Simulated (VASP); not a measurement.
# Au (Im-3m) in VASP: notebook, part 2 of 2

VASP 6.6.1. Earlier steps stand in the parts before.

## Step 3: Single point, r2SCAN

This run uses another cell than the first one, of 19.30 Å³/atom, 1.023 times its volume.

File POSCAR:

```
Au
1.0
   -1.6897727226      1.6897727226      1.6897727226
    1.6897727226     -1.6897727226      1.6897727226
    1.6897727226      1.6897727226     -1.6897727226
Au
1
Direct
    0.0000000000      0.0000000000      0.0000000000
```

File INCAR.step1:

```
  ALGO = Normal
  EDIFF = 1E-4
  ENCUT = 520
  GGA = PE
  ISMEAR = -1
  LASPH = T
  LCHARG = F
  LREAL = F
  LWAVE = T
  NBANDS = 12
  NELM = 100
  PREC = Accurate
  SIGMA = 0.05
```

File INCAR.step2:

```
  ALGO = Normal
  EDIFF = 1E-6
  ENCUT = 520
  ISIF = 2
  ISMEAR = -1
  ISTART = 1
  LASPH = T
  LCHARG = F
  LMIXTAU = T
  LREAL = F
  LWAVE = F
  METAGGA = R2SCAN
  NBANDS = 12
  NELM = 100
  PREC = Accurate
  SIGMA = 0.05
```

File KPOINTS:

```
k-points
0
Gamma
  11 11 11
```

Potentials or basis: VASP PAW PBE potentials, release 64 (Au).

Launch:

```sh
$ cat potpaw_PBE.64/Au/POTCAR > POTCAR
$ cp INCAR.step1 INCAR
$ mpirun -np 1 vasp_std > vasp.out
$ cp INCAR.step2 INCAR
$ mpirun -np 1 vasp_std > vasp.out
```

OUTCAR:

```text
EDIFF = 1E-6
   ENCUT = 520
   ISIF = 2
   ISMEAR = -1
   ISTART = 1
   LASPH = T
   LREAL = F
   METAGGA = R2SCAN
   NELM = 100
   PREC = Accurate

 ion  position               nearest neighbor table
   1  0.000  0.000  0.000-

  LATTYP: Found a body centered cubic cell.
 ALAT       =     3.3795454452

  Lattice vectors:

 A1 = (  -1.6897727226,   1.6897727226,   1.6897727226)
 A2 = (   1.6897727226,  -1.6897727226,   1.6897727226)
 A3 = (   1.6897727226,   1.6897727226,  -1.6897727226)

Analysis of symmetry for initial positions (statically):
=====================================================================
 Subroutine PRICEL returns:
 Original cell was already a primitive cell.

 Routine SETGRP: Setting up the symmetry group for a
 body centered cubic supercell.

 Subroutine GETGRP returns: Found 48 space group operations
 (whereof 48 operations were pure point group operations)
 out of a pool of 48 trial point group operations.

The static configuration has the point symmetry O_h .

Analysis of symmetry for dynamics (positions and initial velocities):
=====================================================================
 Subroutine PRICEL returns:
 Original cell was already a primitive cell.

 Routine SETGRP: Setting up the symmetry group for a
 body centered cubic supercell.

 Subroutine GETGRP returns: Found 48 space group operations
 (whereof 48 operations were pure point group operations)
 out of a pool of 48 trial point group operations.

The dynamic configuration has the point symmetry O_h .

 Subroutine INISYM returns: Found 48 space group operations
 (whereof 48 operations are pure point group operations),
 and found     1 'primitive' translations

----------------------------------------------------------------------------------------

                                     Primitive cell

  volume of cell :      19.2994

  direct lattice vectors                    reciprocal lattice vectors
    -1.689772723  1.689772723  1.689772723     0.000000000  0.295897782  0.295897782
     1.689772723 -1.689772723  1.689772723     0.295897782  0.000000000  0.295897782
     1.689772723  1.689772723 -1.689772723     0.295897782  0.295897782  0.000000000

  length of vectors
     2.926772209  2.926772209  2.926772209     0.418462656  0.418462656  0.418462656

  position of ions in fractional coordinates (direct lattice)
     0.000000000  0.000000000  0.000000000

  ion indices of the primitive-cell ions
   primitive index   ion index
                 1           1

----------------------------------------------------------------------------------------

 KPOINTS: k-points

Automatic generation of k-mesh.
 Grid dimensions read from file:
 generate k-points for:   11   11   11

 Generating k-lattice:

  Cartesian coordinates                     Fractional coordinates (reciprocal lattice)
     0.000000000  0.026899798  0.026899798     0.090909091  0.000000000  0.000000000
     0.026899798  0.000000000  0.026899798     0.000000000  0.090909091  0.000000000
     0.026899798  0.026899798  0.000000000     0.000000000  0.000000000  0.090909091

  Length of vectors
     0.038042060  0.038042060  0.038042060

  Shift w.r.t. Gamma in fractional coordinates (k-lattice)
     0.000000000  0.000000000  0.000000000

 Subroutine IBZKPT returns following result:
 ===========================================

 Found     56 irreducible k-points:

 Following reciprocal coordinates:
            Coordinates               Weight
  0.000000  0.000000  0.000000      1.000000
  0.090909  0.000000  0.000000     12.000000
  0.181818  0.000000  0.000000     12.000000
  0.272727  0.000000  0.000000     12.000000
  0.363636  0.000000  0.000000     12.000000
  0.454545  0.000000  0.000000     12.000000
[... 16 lines left out ...]
  0.272727  0.181818  0.090909     48.000000
  0.363636  0.181818  0.090909     24.000000
 [... further k-points ...]
   k-points           NKPTS =     56   k-points in BZ     NKDIM =     56   number of bands    NBANDS=     12
   number of dos      NEDOS =    301   number of ions     NIONS =      1
   total plane-waves  NPLWV =  13824
   dimension x,y,z NGX =    24 NGY =   24 NGZ =   24
   dimension x,y,z NGXF=    48 NGYF=   48 NGZF=   48
   ions per type =               1
   NGX,Y,Z   is equivalent  to a cutoff of  13.63, 13.63, 13.63 a.u.
   NGXF,Y,Z  is equivalent  to a cutoff of  27.26, 27.26, 27.26 a.u.
 SYSTEM =  unknown system
   PREC   = accura    normal or accurate (medium, high low for compatibility)
   ISTART =      1    job   : 0-new  1-cont  2-samecut
   ICHARG =      0    charge: 1-file 2-atom 10-const
   ISPIN  =      1    spin polarized calculation?
   LNONCOLLINEAR =      F non collinear calculations
   LSORBIT =      F    spin-orbit coupling
   LASPH  =      T    aspherical Exc in radial PAW
   ENCUT  =  520.0 eV  38.22 Ry    6.18 a.u.   5.44  5.44  5.44*2*pi/ulx,y,z
   NELM   =    100;   NELMIN=  2; NELMDL=  0     # of ELM steps
   EDIFF  = 0.1E-05   stopping-criterion for ELM
   LREAL  =      F    real-space projection
[... 7 lines left out ...]
   TEBEG  =    0.0;   TEEND  =   0.0 temperature during run
   PSTRESS=    0.0 pullay stress
   NELECT =      11.0000    total number of electrons
   NUPDOWN=      -1.0000    fix difference up-down
   EMIN   =  10.00;   EMAX   =-10.00  energy-range for DOS
   EFERMI =   0.00;   METHOD = LEGACY
   ISMEAR =    -1;   SIGMA  =   0.05  broadening in eV -4-tet -1-fermi 0-gaus
   EFERMI_NEDOS =   21; number of points for ismear=-14 and -15
   IALGO  =     38    algorithm
   IMIX   =      4    mixing-type and parameters
     AMIX     =   0.40;   BMIX     =  1.00
     AMIX_MAG =   1.60;   BMIX_MAG =  1.00
  volume/ion in A,a.u.               =      19.30       130.24
  Fermi-wavevector in a.u.,A,eV,Ry     =   1.357347  2.565013 25.067236  1.842390
  Thomas-Fermi vector in A             =   2.484273
   LORBIT       =      0    0 simple, 1 ext, 2 COOP (PROOUT), +10 PAW based schemes
   METAGGA = R2SCAN    functional components
   LHFCALC =     F    Hartree Fock is set to
   AEXX    =    0.0000 exact exchange contribution
   IVDW    =     0    specifies the selected vdW correction
   LEPSILON=     F    determine dielectric tensor
   LRPA    =     F    only Hartree local field effects (RPA)
 non-spin polarized calculation
  energy-cutoff  :      520.00
  volume of cell :       19.30
 maximum number of plane-waves:       539
 NGX is ok and might be reduce to    24
   NGX = 11   NGY = 11   NGZ = 11

 number of electron      11.0000003 magnetization

 Free energy of the ion-electron system (eV)
  ---------------------------------------------------
  ext. energy  EPLUGINS =         0.00000000
  ---------------------------------------------------
  free energy    TOTEN  =       -50.51649213 eV

  energy without entropy =      -50.51149313  energy(sigma->0) =      -50.51399263

 E-fermi :   7.3064     XC(G=0): -12.7511

 val. band max:        7.3024416272   @ k =  -0.3636   0.4545   0.0909
 cond. band min:       7.3206140035   @ k =  -0.3636   0.3636   0.2727
 fundamental gap:      0.0181723763
 Fermi energy:         7.3063974304

 k-point     1 :       0.0000    0.0000    0.0000
  band No.  band energies     occupation
      1      -1.3760      2.00000
      2       2.9246      2.00000
      3       2.9246      2.00000
      4       2.9246      2.00000
      5       4.5384      2.00000
      6       4.5384      2.00000
      7      24.7227      0.00000
      8      24.7227      0.00000
      9      24.7227      0.00000
     10      30.3729      0.00000
     11      30.3729      0.00000
     12      30.3729      0.00000

 k-point     2 :       0.0909    0.0000    0.0000
  band No.  band energies     occupation
      1      -1.0952      2.00000
      2       2.8472      2.00000
      3       2.9363      2.00000
      4       3.1084      2.00000
      5       4.4521      2.00000
      6       4.5434      2.00000
      7      24.4115      0.00000
      8      24.7081      0.00000
      9      25.0363      0.00000
     10      28.2045      0.00000
     11      28.7216      0.00000
     12      29.3349      0.00000
[... 316 lines left out ...]
 k-point    24 :       0.3636    0.1818    0.0909
  band No.  band energies     occupation
      1       1.7656      2.00000
      2       2.2207      2.00000
      3       3.7269      2.00000
      4       4.5721      2.00000
      5       4.7309      2.00000
      6      10.1731      0.00000
      7      10.7750      0.00000
      8      16.2266      0.00000
      9      18.9535      0.00000
     10      29.6862      0.00000
     11      31.4639      0.00000
     12      33.1362      0.00000

 [... further k-points ...]
[... 5 lines left out ...]
  --------------------------------------------------------------------------------------
  -------------------------------------------------------------------------------------
  Total       -1.2214800     -1.2214800     -1.2214800      0.0000000      0.0000000      0.0000000
  in kB     -101.4032908   -101.4032908   -101.4032908      0.0000000      0.0000000      0.0000000
  external PRESSURE =    -101.4032908 kB  Pullay stress =       0.0000000 kB

 VOLUME and BASIS-vectors are now :
 -----------------------------------------------------------------------------
  energy-cutoff  :      520.00
  volume of cell :       19.30
      direct lattice vectors                 reciprocal lattice vectors
    -1.689772723  1.689772723  1.689772723     0.000000000  0.295897782  0.295897782
     1.689772723 -1.689772723  1.689772723     0.295897782  0.000000000  0.295897782
     1.689772723  1.689772723 -1.689772723     0.295897782  0.295897782  0.000000000

 POSITION                                       TOTAL-FORCE (eV/Angst)
 -----------------------------------------------------------------------------------
      0.00000      0.00000      0.00000        -0.000000      0.000000     -0.000000
 -----------------------------------------------------------------------------------
    total drift:                                0.000000      0.000000     -0.000000

  FREE ENERGIE OF THE ION-ELECTRON SYSTEM (eV)
  ---------------------------------------------------
  free  energy   TOTEN  =       -50.5164921256 eV

  energy  without entropy=      -50.5114931347  energy(sigma->0) =      -50.51399263
```

Wall time 26 s (1 thread of Intel Xeon Platinum 8375C at 2.90GHz (Ice Lake), shared host); peak memory 0.15 GiB.

What came out:

| Quantity | Value |
| --- | --- |
| Free energy | -50.5165 eV |
| Pressure | -10.1 GPa |

Levels at points of the mesh, in eV from the Fermi level:
```
           k point  band 2  band 3  band 4  band 5  band 6  band 7  band 8  band 9  band 10  band 11
(0.00, 0.00, 0.00)   -4.38   -4.38   -4.38   -2.77   -2.77   17.42   17.42   17.42    23.07    23.07
```

Caveat: the PAW data sets were made with another functional, which shifts forces and pressure a little; spin-orbit coupling is left out, which moves the levels of the heavy elements.
